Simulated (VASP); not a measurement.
# Cu: single point with LDA

The system is Cu.

```
CELL_PARAMETERS angstrom
2.53076 0.00000 0.00000
-1.26538 2.19171 0.00000
0.00000 0.00000 8.26182
ATOMIC_POSITIONS crystal
Cu 0.99258 0.99859 0.99980
Cu 0.33032 0.65694 0.25061
Cu 0.00824 0.00612 0.50105
Cu 0.67244 0.33696 0.75196
```

```json
{"Program": "VASP 6.6.1", "Task": "single point", "Functional": "LDA", "Potentials or basis": "VASP PAW LDA potentials, release 64 (Cu)", "Cutoff": "600 eV", "k mesh": "7 × 7 × 2", "Occupations": "fermi-dirac, width 0.1 eV", "Spin": "no spin polarisation"}
```

* Pressure: -7.7 GPa
* Largest force: 0.098 eV/Å
* Band gap on the k mesh: zero (band 22 reaches 10.17 eV, above the bottom of band 23 at 5.86 eV)

Forces in eV/Å, atoms in the order of the input:
```
Cu   0.035 -0.006  0.091
Cu  -0.011  0.037 -0.003
Cu  -0.006 -0.031  0.007
Cu  -0.018  0.000 -0.094
```

Stress tensor (GPa, compression positive):
```
-7.96 -0.06  0.02
-0.06 -7.49 -0.01
 0.02 -0.01 -7.60
```

Levels at points of the mesh, in eV from the Fermi level:
```csv
k point,band 18,band 19,band 20,band 21,band 22,band 23,band 24,band 25,band 26,band 27
"(0.00, 0.00, 0.00)",-2.18,-2.18,-2.00,-1.99,-1.72,-1.69,-1.02,3.92,12.70,12.79
"(0.00, 0.00, 0.50)",-2.31,-2.30,-2.27,-1.84,-1.84,-1.82,-1.81,7.06,7.13,19.15
```

It took 46 s on 1 thread of Intel(R) Xeon(R) Platinum 8488C (Sapphire Rapids), on a shared host, peak memory 0.18 GiB.

Caveat: the k points lie up to 0.41 Å⁻¹ apart.
